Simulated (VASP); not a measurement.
Te: single point with PBEsol

Te:

```
CELL_PARAMETERS angstrom
2.50023 0.00000 0.00000
0.00000 2.50023 0.00000
0.00000 0.00000 2.50023
ATOMIC_POSITIONS crystal
Te 0.00000 0.00000 0.00000
```

This cell differs from its parent crystal: volume scaled by 0.5.

* Program: VASP 6.6.1
* Task: single point
* Functional: PBEsol
* Potentials or basis: VASP PAW PBE potentials, release 64 (Te)
* Cutoff: 520 eV
* k mesh: 13 × 13 × 13
* Occupations: fermi-dirac, width 0.08 eV
* Spin: no spin polarisation
* Dipole correction: no
* Further INCAR settings: ALGO = Normal; EDIFF = 1e-06; NBANDS = 9

```json
{"Pressure": "172.7 GPa", "Band gap on the k mesh": "zero (band 3 reaches 25.90 eV, above the bottom of band 4 at 17.05 eV)"}
```

Levels at points of the mesh, in eV from the Fermi level:
| k point | band 1 | band 2 | band 3 | band 4 | band 5 | band 6 | band 7 | band 8 |
| --- | --- | --- | --- | --- | --- | --- | --- | --- |
| (0.00, 0.00, 0.00) | -22.09 | 1.99 | 1.99 | 1.99 | 5.69 | 5.69 | 10.47 | 20.41 |

It took 4.4 s on 1 thread of Intel(R) Xeon(R) 6975P-C (Granite Rapids), on a shared host, peak memory 0.13 GiB.

Caveat: the PAW data sets were made with another functional, which shifts forces and pressure a little; spin-orbit coupling is left out, which moves the levels of the heavy elements.
